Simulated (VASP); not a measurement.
MgSnSb2: single point with r2SCAN

MgSnSb2:

```
Mg Sb Sn
1.0
     4.60048    0.00000    0.00000
     0.00000    4.60048    0.00000
     0.00000    0.00000    6.55524
Mg Sb Sn
1 2 1
Direct
  0.00000 0.00000 0.00000
  0.00000 0.50000 0.24288
  0.50000 0.00000 0.75712
  0.50000 0.50000 0.50000
```

* Program: VASP 6.6.1
* Task: single point
* Functional: r2SCAN
* Potentials or basis: VASP PAW PBE potentials, release 64 (Mg, Sb, Sn_d)
* Cutoff: 520 eV
* k mesh: 4 × 4 × 4
* Occupations: fermi-dirac, width 0.5 eV
* Spin: no spin polarisation

```json
{
 "Pressure": "1.0 GPa",
 "Largest force": "0.018 eV/Å",
 "Band gap on the k mesh": "0.05 eV"
}
```

Forces on the atoms (eV/Å):
```
Mg   0.000  0.000  0.000
Sb   0.000  0.000  0.018
Sb   0.000  0.000 -0.018
Sn   0.000  0.000  0.000
```

Stress tensor (GPa, compression positive):
```
1.18 0.00 0.00
0.00 1.18 0.00
0.00 0.00 0.73
```

Levels at points of the mesh, in eV from the valence-band top:
```
           k point  band 11  band 12  band 13  band 14  band 15  band 16
(0.00, 0.00, 0.00)    -0.31     0.00     0.00     0.05     1.43     2.98
(0.50, 0.00, 0.00)    -2.67    -1.58    -0.43     1.44     3.76     3.85
(0.50, 0.50, 0.00)    -2.20    -2.20    -1.37     0.68     1.63     1.63
(0.00, 0.00, 0.50)    -1.91    -0.79    -0.79     1.33     1.43     3.61
(0.50, 0.00, 0.50)    -1.34    -0.75    -0.40     0.11     2.70     3.22
(0.50, 0.50, 0.50)    -2.58    -2.58    -2.12     2.87     3.88     3.88
```

Run time: 2.1 min on 1 thread of Intel(R) Xeon(R) Platinum 8375C CPU @ 2.90GHz (Ice Lake), with other jobs on the host, peak memory 0.29 GiB.

Caveat: the smearing spreads over this small gap; so wide a smearing shifts energies and pressures; semilocal functionals underestimate gaps, and a narrow one can read as zero; the PAW data sets were made with another functional, which shifts forces and pressure a little; spin-orbit coupling is left out, which moves the levels of the heavy elements. A k mesh can miss the band edges.
